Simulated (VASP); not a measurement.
# Sr (P6/mmm) in VASP: relaxation of cell and atoms with PBE

Aim: the relaxation of cell and atoms of Sr with PBE.

Program: VASP 6.6.1. These are calculated values, not measurements. Logs are shortened: lines on timing, memory, paths and dates and some standing lists are left out, and cuts for length are marked.

### Step 1. The cell of the first run

The structure is hexagonal, space group P6/mmm (No. 191). Conventional cell: a = 6.750 Å, b = 6.750 Å, c = 4.185 Å, α = 90.00°, β = 90.00°, γ = 120.00°. Within 5.5 Å of Sr (site symmetry 6/mmm) lie 14 Sr at 4.18 to 4.42 Å. Within 5.1 Å of Sr (site symmetry -6m2) lie 11 Sr at 3.90 to 4.42 Å.

This isn't the form of Sr at room conditions, which is fcc.

### Step 2. Relaxation of cell and atoms, PBE

Input file INCAR:

```
SYSTEM = Sr
PREC = Accurate ; ENCUT = 600
EDIFF = 1E-7 ; ISMEAR = -1
SIGMA = 0.1 ; LREAL = .FALSE.
LASPH = .TRUE. ; NELM = 100
ALGO = Normal ; ISIF = 3
LWAVE = .FALSE. ; LCHARG = .FALSE.
GGA = PE ; IBRION = 2
NSW = 60 ; EDIFFG = -0.005
```

Input file KPOINTS:

```
Automatic mesh
0
G
  5 5 7
  0 0 0
```

Input file POSCAR:

```
Sr
1.0
    6.7498240631      0.0000000000      0.0000000000
   -3.3749120316      5.8455191097      0.0000000000
    0.0000000000      0.0000000000      4.1848909191
Sr
3
Direct
    0.0000000000      0.0000000000      0.0000000000
    0.3333333333      0.6666666667      0.5000000000
    0.6666666667      0.3333333333      0.5000000000
```

Potentials or basis: VASP PAW PBE potentials, release 64 (Sr_sv).

The run is started by

```
$ cat potpaw_PBE.64/Sr_sv/POTCAR > POTCAR
$ mpirun -np 1 vasp_std > vasp.out
```

OUTCAR:

```text
SYSTEM = Sr
   PREC = Accurate
   ENCUT = 600
   EDIFF = 1E-7
   ISMEAR = -1
   LREAL = .FALSE.
   LASPH = .TRUE.
   NELM = 100
   ISIF = 3
   GGA = PE
   IBRION = 2
   NSW = 60
   EDIFFG = -0.005

 ion  position               nearest neighbor table
   1  0.000  0.000  0.000-   2 4.42   3 4.42   2 4.42   3 4.42   3 4.42   3 4.42   2 4.42   2 4.42
                             3 4.42   3 4.42   2 4.42   2 4.42
   2  0.333  0.667  0.500-   3 3.90   3 3.90   3 3.90   1 4.42   1 4.42   1 4.42   1 4.42   1 4.42
                             1 4.42
   3  0.667  0.333  0.500-   2 3.90   2 3.90   2 3.90   1 4.42   1 4.42   1 4.42   1 4.42   1 4.42
                             1 4.42

  LATTYP: Found a hexagonal cell.
 ALAT       =     6.7498240631
 C/A-ratio  =     0.6200000000

  Lattice vectors:

 A1 = (   6.7498240631,   0.0000000000,   0.0000000000)
 A2 = (  -3.3749120316,   5.8455191097,   0.0000000000)
 A3 = (   0.0000000000,   0.0000000000,   4.1848909191)

Analysis of symmetry for initial positions (statically):
=====================================================================
 Subroutine PRICEL returns:
 Original cell was already a primitive cell.

 Routine SETGRP: Setting up the symmetry group for a
 hexagonal supercell.

 Subroutine GETGRP returns: Found 24 space group operations
 (whereof 24 operations were pure point group operations)
 out of a pool of 24 trial point group operations.

The static configuration has the point symmetry D_6h.

Analysis of symmetry for dynamics (positions and initial velocities):
=====================================================================
 Subroutine PRICEL returns:
 Original cell was already a primitive cell.

 Routine SETGRP: Setting up the symmetry group for a
 hexagonal supercell.

 Subroutine GETGRP returns: Found 24 space group operations
 (whereof 24 operations were pure point group operations)
 out of a pool of 24 trial point group operations.

The dynamic configuration has the point symmetry D_6h.

 Subroutine INISYM returns: Found 24 space group operations
 (whereof 24 operations are pure point group operations),
 and found     1 'primitive' translations

----------------------------------------------------------------------------------------

                                     Primitive cell

  volume of cell :     165.1200

  direct lattice vectors                    reciprocal lattice vectors
     6.749824063  0.000000000  0.000000000     0.148152010  0.085535603  0.000000000
    -3.374912032  5.845519110  0.000000000     0.000000000  0.171071205  0.000000000
     0.000000000  0.000000000  4.184890919     0.000000000  0.000000000  0.238954854
[... 73 lines left out ...]
   ISTART =      0    job   : 0-new  1-cont  2-samecut
   ICHARG =      2    charge: 1-file 2-atom 10-const
   ISPIN  =      1    spin polarized calculation?
   LNONCOLLINEAR =      F non collinear calculations
   LSORBIT =      F    spin-orbit coupling
   LASPH  =      T    aspherical Exc in radial PAW
   ENCUT  =  600.0 eV  44.10 Ry    6.64 a.u.  13.48 13.48  8.36*2*pi/ulx,y,z
   NELM   =    100;   NELMIN=  2; NELMDL= -5     # of ELM steps
   EDIFF  = 0.1E-06   stopping-criterion for ELM
   LREAL  =      F    real-space projection
   EDIFFG = -.5E-02   stopping-criterion for IOM
   NSW    =     60    number of steps for IOM
   IBRION =      2    ionic relax: 0-MD 1-quasi-New 2-CG
   NFREE  =      1    steps in history (QN), initial steepest desc. (CG)
   ISIF   =      3    stress and relaxation
   ISYM   =      2    0-nonsym 1-usesym 2-fastsym
   POTIM  = 0.5000    time-step for ionic-motion
   TEBEG  =    0.0;   TEEND  =   0.0 temperature during run
   PSTRESS=    0.0 pullay stress
   NELECT =      30.0000    total number of electrons
   NUPDOWN=      -1.0000    fix difference up-down
   EMIN   =  10.00;   EMAX   =-10.00  energy-range for DOS
   EFERMI =   0.00;   METHOD = LEGACY
   ISMEAR =    -1;   SIGMA  =   0.10  broadening in eV -4-tet -1-fermi 0-gaus
   EFERMI_NEDOS =   21; number of points for ismear=-14 and -15
   IALGO  =     38    algorithm
   IMIX   =      4    mixing-type and parameters
     AMIX     =   0.40;   BMIX     =  1.00
     AMIX_MAG =   1.60;   BMIX_MAG =  1.00
  volume/ion in A,a.u.               =      55.04       371.43
  Fermi-wavevector in a.u.,A,eV,Ry     =   0.927218  1.752189 11.697390  0.859734
  Thomas-Fermi vector in A             =   2.053265
   LORBIT       =      0    0 simple, 1 ext, 2 COOP (PROOUT), +10 PAW based schemes
   GGA     = PE    functional components
   LHFCALC =     F    Hartree Fock is set to
   AEXX    =    0.0000 exact exchange contribution
   IVDW    =     0    specifies the selected vdW correction
   LEPSILON=     F    determine dielectric tensor
   LRPA    =     F    only Hartree local field effects (RPA)
 conjugate gradient relaxation of ions
 non-spin polarized calculation
  energy-cutoff  :      600.00
  volume of cell :      165.12
 maximum number of plane-waves:      5537
 NGX is ok and might be reduce to    54
   NGX = 27   NGY = 27   NGZ = 17

--------------------------------------- Ionic step        1  -------------------------------------------

 number of electron      30.0000000 magnetization

 Free energy of the ion-electron system (eV)
  ---------------------------------------------------
  ext. energy  EPLUGINS =         0.00000000
  ---------------------------------------------------
  free energy    TOTEN  =        -4.82062144 eV

  energy without entropy =       -4.65138147  energy(sigma->0) =       -4.73600145

------------------------ aborting loop because EDIFF is reached ----------------------------------------

  FORCE on cell =-STRESS in cart. coord.  units (eV):
  Direction    XX          YY          ZZ          XY          YZ          ZX
  --------------------------------------------------------------------------------------
  -------------------------------------------------------------------------------------
  Total        0.4605919      0.4605919     -0.4739366     -0.0000000      0.0000000      0.0000000
  in kB        4.4691737      4.4691737     -4.5986584     -0.0000000      0.0000000      0.0000000
  external PRESSURE =       1.4465630 kB  Pullay stress =       0.0000000 kB
[... 172 lines left out ...]
--------------------------------------- Ionic step        6  -------------------------------------------

 number of electron      30.0000000 magnetization

 Free energy of the ion-electron system (eV)
  ---------------------------------------------------
  ext. energy  EPLUGINS =         0.00000000
  ---------------------------------------------------
  free energy    TOTEN  =        -4.83240817 eV

  energy without entropy =       -4.66370491  energy(sigma->0) =       -4.74805654

 E-fermi :   1.5399     XC(G=0):  -7.3177

 val. band max:        1.4639412145   @ k =   0.0000   0.0000   0.0000
 cond. band min:       1.5498830746   @ k =   0.2000   0.0000   0.4286
 fundamental gap:      0.0859418602
 Fermi energy:         1.5399181538

 k-point     1 :       0.0000    0.0000    0.0000
  band No.  band energies     occupation
      1     -35.1278      2.00000
      2     -35.1083      2.00000
      3     -35.0400      2.00000
      4     -17.1860      2.00000
      5     -17.1860      2.00000
      6     -17.0758      2.00000
[... 459 lines left out ...]
  FREE ENERGIE OF THE ION-ELECTRON SYSTEM (eV)
  ---------------------------------------------------
  free  energy   TOTEN  =        -4.8324081722 eV

  energy  without entropy=       -4.6637049146  energy(sigma->0) =       -4.74805654

 reached required accuracy - stopping structural energy minimisation
```

CONTCAR:

```text
Sr
   1.00000000000000
     6.8497812513375562   -0.0000000000008510    0.0000000000000000
    -3.4248906257202556    5.9320845740041221    0.0000000000000000
    -0.0000000000000000   -0.0000000000000000    4.1006560074207670
  Sr
     3
Direct
     0.0000000000000000    0.0000000000000000    0.0000000000000000
     0.3333333332999970    0.6666666667000030    0.5000000000000000
     0.6666666667000030    0.3333333332999970    0.5000000000000000

  0.00000000E+00  0.00000000E+00  0.00000000E+00
  0.00000000E+00  0.00000000E+00  0.00000000E+00
  0.00000000E+00  0.00000000E+00  0.00000000E+00
```

It took 12 min on 1 thread of Oxide Virtual Turin-like, shared host; peak memory 0.32 GiB.

Results:

| Item | Value |
| --- | --- |
| Free energy | -4.8324 eV |
| Relaxed volume | 55.54 Å³/atom |
| Relaxed cell | a = 6.850 Å, b = 6.850 Å, c = 4.101 Å, α = 90.00°, β = 90.00°, γ = 120.00° |
| Space group after relaxing (to 0.1 Å) | P6/mmm (No. 191) |
| Energy gained by relaxing | 3.9 meV/atom |
| Ionic steps | 6 |
| Pressure after relaxing | 0.0 GPa |
| Band gap on the k mesh | zero (bands 15 and 16 overlap by 0.12 eV) |

Step by step:
| step | energy change (eV) | largest force (eV/Å) | pressure (GPa) | volume (Å³) |
| --- | --- | --- | --- | --- |
| 1 | 0.0000 | 0.0000 | 0.14 | 165.12 |
| 2 | -0.0081 | 0.0000 | 0.04 | 166.30 |
| 3 | -0.0115 | 0.0000 | -0.07 | 167.71 |
| 4 | -0.0115 | 0.0000 | -0.06 | 167.66 |
| 5 | -0.0118 | 0.0000 | -0.02 | 167.01 |
| 6 | -0.0118 | 0.0000 | 0.00 | 166.62 |

Final structure:
```
Sr
1.0
     6.84978    0.00000    0.00000
    -3.42489    5.93208    0.00000
     0.00000    0.00000    4.10066
Sr
3
Direct
  0.00000 0.00000 0.00000
  0.33333 0.66667 0.50000
  0.66667 0.33333 0.50000
```

Levels at points of the mesh, in eV from the Fermi level:
```csv
k point,band 12,band 13,band 14,band 15,band 16,band 17,band 18,band 19
"(0.00, 0.00, 0.00)",-18.50,-3.61,-0.08,0.18,0.18,0.22,0.22,0.52
```

The gap in the log of VASP goes by the Fermi energy; the results here count the filled bands.